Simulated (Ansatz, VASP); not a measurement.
# B in VASP and in Ansatz

```
CELL_PARAMETERS angstrom
2.56727 -2.95128 0.00000
2.56727 2.95128 0.00000
0.00000 0.00000 3.13442
ATOMIC_POSITIONS crystal
B 0.57821 0.07821 0.25148
B 0.92179 0.42179 0.25148
B 0.42179 0.92179 0.74852
B 0.07821 0.57821 0.74852
B 0.25000 0.25000 0.00000
B 0.75000 0.75000 0.00000
```

Alike in both runs: task relaxation of cell and atoms; functional PBE; k mesh 10 × 10 × 12; occupations gaussian, width 0.1 eV; no spin polarisation.

|  | VASP | Ansatz |
| --- | --- | --- |
| version | VASP 6.6.1 | Ansatz 0.2.0 |
| potentials or method | VASP PAW PBE potentials, release 64 (B), cutoff 600 eV | scalar-relativistic, plane waves, PAW |
| valence electrons in the cell | 18 | 18 |

|  | VASP | Ansatz | Ansatz less VASP |
| --- | --- | --- | --- |
| gap on the k mesh at the Fermi level, each at its own relaxed structure (eV) | none | none | - |
| relaxed volume (Å³/atom) | 7.89 | 7.89 | +0.001 |
| relaxed cell length with the largest relative difference (Å) | 3.088 | 3.088 | +0.0002 |

A gap of «none» marks a metal or a gap that the smearing closes.
